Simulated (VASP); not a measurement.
Input of a VASP 6.6.1 run:

Contents of INCAR:

```
SYSTEM = Nb
PREC = Accurate
ENCUT = 520
EDIFF = 1E-7
ISMEAR = 0
SIGMA = 0.1
LREAL = .FALSE.
LASPH = .TRUE.
NELM = 80
ALGO = Fast
ISIF = 2
LWAVE = .FALSE.
LCHARG = .TRUE.
GGA = PE
LELF = .TRUE.
LVHAR = .TRUE.
NBANDS = 12
```

KPOINTS

```
regular mesh
0
G
  18 18 18
  0 0 0
```

POSCAR

```
Nb
1.0
   -1.6919875575      1.6919875575      1.8916615575
    1.4923135575     -1.4923135575      1.4923135575
    1.8916615575      1.6919875575     -1.6919875575
Nb
1
Direct
    0.0000000000      0.0000000000      0.0000000000
```

Potentials or basis: VASP PAW PBE potentials, release 64 (Nb_sv).

Run with:

```sh
$ cat potpaw_PBE.64/Nb_sv/POTCAR > POTCAR
$ mpirun -np 1 vasp_std > vasp.out
```

(1) Estimate the band gap on the k mesh.

(2) What does it give for the pressure?

Answers

(1) zero (an odd number of electrons rules out a gap without spin polarisation).

(2) -5.8 GPa.

Caveat: the cell differs from its parent crystal (strained); the cell stands under tension.
